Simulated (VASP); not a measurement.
A run of VASP 6.6.1 is set up as follows.

INCAR

```
SYSTEM = In
PREC = Accurate
ENCUT = 520
EDIFF = 1E-7
ISMEAR = -1
SIGMA = 0.1
LREAL = .False.
LASPH = .True.
NELM = 80
ALGO = Normal
ISIF = 2
LWAVE = .False.
LCHARG = .False.
GGA = RP
ISYM = 0
NBANDS = 20
```

File KPOINTS:

```
Automatic mesh
0
Gamma
  11 11 8
  0 0 0
```

The input POSCAR:

```
In
1.0
   -4.0146471961      3.9842416709      1.6428820006
    3.9842416709     -4.0146471961      1.6428820006
    2.2134537028      2.2134537028     -1.6985697758
In
2
Direct
    0.9990946252      0.0009053748      1.0000000000
    0.7509053748      0.2490946252      0.5000000000
```

Potentials or basis: VASP PAW PBE potentials, release 64 (In_d).

The run is started by

```sh
$ cat potpaw_PBE.64/In_d/POTCAR > POTCAR
$ mpirun -np 1 vasp_std > vasp.out
```

(1) Predict the pressure.

(2) Estimate the band gap on the k mesh.

## Answers

(1) 0.0 GPa.

(2) zero (band 13 reaches 9.81 eV, above the bottom of band 14 at 3.86 eV).

Caveat: the PAW data sets were made with another functional, which shifts forces and pressure a little; spin-orbit coupling is left out, which moves the levels of the heavy elements.
